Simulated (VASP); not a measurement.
Wanted: the native input for a VASP 6.6.1 run.

- Task: single point
- Functional: PBE
- Dispersion: D3(BJ)
- Potentials or basis: VASP PAW PBE potentials, release 64 (I)
- Cutoff: 520 eV
- k mesh: 9 × 9 × 9
- Occupations: fermi-dirac, width 0.05 eV
- Spin: no spin polarisation
- Dipole correction: no
- Further INCAR settings: ALGO = Normal; EDIFF = 1e-07; NBANDS = 10

The structure of I lies in POSCAR:

```
I
1.0
    0.0000000000      2.3497234514      3.8835988039
    2.1775319666      0.0000000000      3.8835988039
    2.1775319666      2.3497234514      0.0000000000
I
1
Direct
    0.0000000000      0.0000000000      0.0000000000
```

The input as run:

INCAR

```
SYSTEM = I
  ALGO = Normal
  EDIFF = 1E-7
  ENCUT = 520
  GGA = PE
  ISIF = 2
  ISMEAR = -1
  IVDW = 12
  LASPH = .TRUE.
  LCHARG = .FALSE.
  LREAL = .FALSE.
  LWAVE = .FALSE.
  NBANDS = 10
  NELM = 100
  PREC = Accurate
  SIGMA = 0.05
```

KPOINTS

```
k-points
0
G
  9 9 9
  0 0 0
```

Potentials or basis: VASP PAW PBE potentials, release 64 (I).

The run is started by

```bash
$ cat potpaw_PBE.64/I/POTCAR > POTCAR
$ mpirun -np 1 vasp_std > vasp.out
```

It gave:

| Quantity | Value |
| --- | --- |
| Pressure | -0.5 GPa |
| Dispersion energy per atom | -0.324 eV |

Caveat: an odd number of electrons without spin polarisation forces a metal; a magnetic or distorted state may lie lower; pairwise dispersion overbinds metals, which lowers pressure and volume.

It took 15 s on 1 thread of Intel(R) Xeon(R) 6975P-C (Granite Rapids), on a shared host, peak memory 0.21 GiB.
